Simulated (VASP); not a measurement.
MgS: single point with PBE

The system is MgS.

```
Mg S
1.0
     0.00000    2.70572    2.39352
     2.70572    0.00000    2.39352
     2.70572    2.70572    0.00000
Mg S
1 1
Cartesian
  0.0000 0.0000 0.0000
  2.7057 2.7057 2.3935
```

This cell differs from its parent crystal: strain +0.040 along x and y, -0.080 along z.

```json
{
  "Program": "VASP 6.6.1",
  "Task": "single point",
  "Functional": "PBE",
  "Potentials or basis": "VASP PAW PBE potentials, release 64 (Mg, S)",
  "Cutoff": "520 eV",
  "k mesh": "8 × 8 × 8",
  "Occupations": "gaussian, width 0.05 eV",
  "Spin": "no spin polarisation",
  "Dipole correction": "no",
  "Further INCAR settings": "ALGO = Normal; EDIFF = 1e-07; NBANDS = 11"
}
```

| Item | Value |
| --- | --- |
| Pressure | 3.9 GPa |
| Band gap on the k mesh | 2.40 eV, indirect (least direct gap 3.56 eV) |

Stress tensor (GPa, compression positive):
```
-1.65  0.00  0.00
 0.00 -1.65  0.00
 0.00  0.00 15.03
```

Levels at points of the mesh, in eV from the valence-band top:
```
           k point  band 1  band 2  band 3  band 4  band 5  band 6  band 7  band 8
(0.00, 0.00, 0.00)  -12.90   -0.61    0.00    0.00    3.56    7.45    7.45    8.71
(0.50, 0.00, 0.00)  -11.58   -5.05   -0.96   -0.68    4.22    6.12    7.78   10.06
(0.50, 0.50, 0.00)  -10.96   -4.26   -2.24   -2.24    2.40    3.92   12.63   12.80
(0.50, 0.00, 0.50)  -11.37   -4.45   -2.18   -1.16    2.95    4.44   11.39   11.93
```

Wall time 9.1 s on 1 thread of Intel(R) Xeon(R) 6975P-C (Granite Rapids) (shared host), peak memory 0.16 GiB.

Caveat: the cell differs from its parent crystal (strain +0.040 along x and y, -0.080 along z). A k mesh can miss the band edges.
